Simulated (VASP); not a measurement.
# Na (P6_3/mmc) in VASP: settings compared, part 2 of 2

VASP 6.6.1. The steps go on from the part before.

### Step 4. Relaxation of cell and atoms, r2SCAN

POSCAR reads:

```
Na
1.0
    3.7640418302      0.0000000000      0.0000000000
   -1.8820209151      3.2597558458      0.0000000000
    0.0000000000      0.0000000000      6.1466803087
Na
2
Direct
    0.3333333333      0.6666666667      0.2500000000
    0.6666666667      0.3333333333      0.7500000000
```

INCAR.step1 reads:

```
SYSTEM = Na
  PREC = Accurate
  ENCUT = 600
  ISMEAR = -1
  SIGMA = 0.1
  LREAL = .FALSE.
  LASPH = .TRUE.
  NELM = 60
  GGA = PE
  ALGO = Normal
  EDIFF = 1E-4
  LWAVE = .TRUE.
  LCHARG = .FALSE.
```

INCAR.step2 reads:

```
SYSTEM = Na
  PREC = Accurate
  ENCUT = 600
  EDIFF = 1E-6
  ISMEAR = -1
  SIGMA = 0.1
  LREAL = .FALSE.
  LASPH = .TRUE.
  NELM = 60
  ALGO = Normal
  ISIF = 3
  LWAVE = .FALSE.
  LCHARG = .FALSE.
  METAGGA = R2SCAN
  LMIXTAU = .TRUE.
  IBRION = 2
  NSW = 80
  EDIFFG = -0.01
  ISTART = 1
```

KPOINTS reads:

```
Automatic mesh
0
G
  10 10 5
  0 0 0
```

Potentials or basis: VASP PAW PBE potentials, release 64 (Na_pv).

Started as:

```bash
> cat potpaw_PBE.64/Na_pv/POTCAR > POTCAR
> cp INCAR.step1 INCAR
> mpirun -np 1 vasp_std > vasp.out
> cp INCAR.step2 INCAR
> mpirun -np 1 vasp_std > vasp.out
```

OUTCAR:

```text
SYSTEM = Na
   PREC = Accurate
   ENCUT = 600
   EDIFF = 1E-6
   ISMEAR = -1
   LREAL = .FALSE.
   LASPH = .TRUE.
   NELM = 60
   ISIF = 3
   METAGGA = R2SCAN
   IBRION = 2
   NSW = 80
   EDIFFG = -0.01
   ISTART = 1

 ion  position               nearest neighbor table
   1  0.333  0.667  0.250-
   2  0.667  0.333  0.750-

  LATTYP: Found a hexagonal cell.
 ALAT       =     3.7640418302
 C/A-ratio  =     1.6330000000

  Lattice vectors:

[... 516 lines left out ...]
      6     -25.7293      2.00000
      7       0.1912      1.40938
      8       1.6103      0.00000
      9       2.7500      0.00000
     10       4.1036      0.00000
     11       5.5881      0.00000

 [... further k-points ...]
[... 5 lines left out ...]
  --------------------------------------------------------------------------------------
  -------------------------------------------------------------------------------------
  Total       -0.0088617     -0.0088617      0.0017927     -0.0000000      0.0000000      0.0000000
  in kB       -0.1882563     -0.1882563      0.0380837     -0.0000000      0.0000000      0.0000000
  external PRESSURE =      -0.1128096 kB  Pullay stress =       0.0000000 kB

 VOLUME and BASIS-vectors are now :
 -----------------------------------------------------------------------------
  energy-cutoff  :      600.00
  volume of cell :       75.42
      direct lattice vectors                 reciprocal lattice vectors
     3.764041830  0.000000000  0.000000000     0.265671862  0.153385721  0.000000000
    -1.882020915  3.259755846  0.000000000     0.000000000  0.306771442  0.000000000
     0.000000000  0.000000000  6.146680309     0.000000000  0.000000000  0.162689444

 POSITION                                       TOTAL-FORCE (eV/Angst)
 -----------------------------------------------------------------------------------
     -0.00000      2.17317      1.53667         0.000000      0.000000     -0.000000
      1.88202      1.08659      4.61001        -0.000000      0.000000      0.000000
 -----------------------------------------------------------------------------------
    total drift:                               -0.000000      0.000000      0.000000

  FREE ENERGIE OF THE ION-ELECTRON SYSTEM (eV)
  ---------------------------------------------------
  free  energy   TOTEN  =        -7.1239688544 eV

  energy  without entropy=       -7.0925352423  energy(sigma->0) =       -7.10825205

 reached required accuracy - stopping structural energy minimisation
```

OUTCAR.step1:

```text
SYSTEM = Na
   PREC = Accurate
   ENCUT = 600
   ISMEAR = -1
   LREAL = .FALSE.
   LASPH = .TRUE.
[... 559 lines left out ...]
     -0.00000      2.17317      1.53667        -0.000000      0.000000     -0.000000
      1.88202      1.08659      4.61001         0.000000     -0.000000      0.000000
 -----------------------------------------------------------------------------------
    total drift:                               -0.000000      0.000000      0.000000

  FREE ENERGIE OF THE ION-ELECTRON SYSTEM (eV)
  ---------------------------------------------------
  free  energy   TOTEN  =        -2.6383556901 eV

  energy  without entropy=       -2.6053849872  energy(sigma->0) =       -2.62187034
```

OSZICAR.step1:

```text
N       E                     dE             d eps       ncg     rms          rms(c)
DAV:   1     0.907214363481E+02    0.90721E+02   -0.82492E+03   924   0.133E+03
DAV:   2     0.646110733998E+00   -0.90075E+02   -0.89644E+02   924   0.316E+02
DAV:   3    -0.259176403566E+01   -0.32379E+01   -0.32354E+01  1074   0.732E+01
DAV:   4    -0.263857531750E+01   -0.46811E-01   -0.46809E-01  1050   0.963E+00
DAV:   5    -0.263965433406E+01   -0.10790E-02   -0.10790E-02  1053   0.150E+00    0.285E-01
DAV:   6    -0.263891008867E+01    0.74425E-03   -0.10509E-03  1162   0.487E-01    0.191E-01
DAV:   7    -0.263837545315E+01    0.53464E-03   -0.20985E-03  1300   0.606E-01    0.232E-02
DAV:   8    -0.263835569015E+01    0.19763E-04   -0.15092E-04   597   0.263E-01
   1 F= -.26383557E+01 E0= -.26218703E+01  d E =-.329707E-01
```

Run time: 3.4 min. Hardware: 1 thread of Oxide Virtual Turin-like, shared host; peak memory 0.18 GiB.

What came out:

* Free energy: -7.1240 eV
* Pressure after relaxing: 0.0 GPa
* Band gap on the k mesh: zero (band 7 reaches 1.53 eV, above the bottom of band 8 at -1.59 eV)

Final structure:
```
CELL_PARAMETERS angstrom
3.76404 0.00000 0.00000
-1.88202 3.25976 0.00000
0.00000 0.00000 6.14668
ATOMIC_POSITIONS crystal
Na 0.33333 0.66667 0.25000
Na 0.66667 0.33333 0.75000
```

Caveat: the relaxation stopped at its first step, so nothing moved; the PAW data sets were made with another functional, which shifts forces and pressure a little.

### Step 5. The runs side by side

| task | level | cell | k mesh | cutoff (eV) | grid for exact exchange (PRECFOCK) | gap on the mesh (eV) | pressure (GPa) |
| --- | --- | --- | --- | --- | --- | --- | --- |
| single point | r2SCAN | as given | 5 × 5 × 3 | 520 | - | none | 0.0 |
| single point | r2SCAN0 | as given | 5 × 5 × 3 | 520 | Normal | none | 0.0 |
| relaxation of cell and atoms | r2SCAN | relaxed | 10 × 10 × 5 | 600 | - | none | 0.0 |

Alike in all rows: potentials or basis VASP PAW PBE potentials, release 64 (Na_pv); no spin polarisation; smearing fermi-dirac 0.1 eV.

Caveats: some runs use coarse meshes; the PAW data sets were made with another functional, which shifts forces and pressure a little; the relaxation stopped at its first step, so nothing moved (some runs).

Total energies depend on the potentials used, so only differences within one code and one set of settings carry meaning.
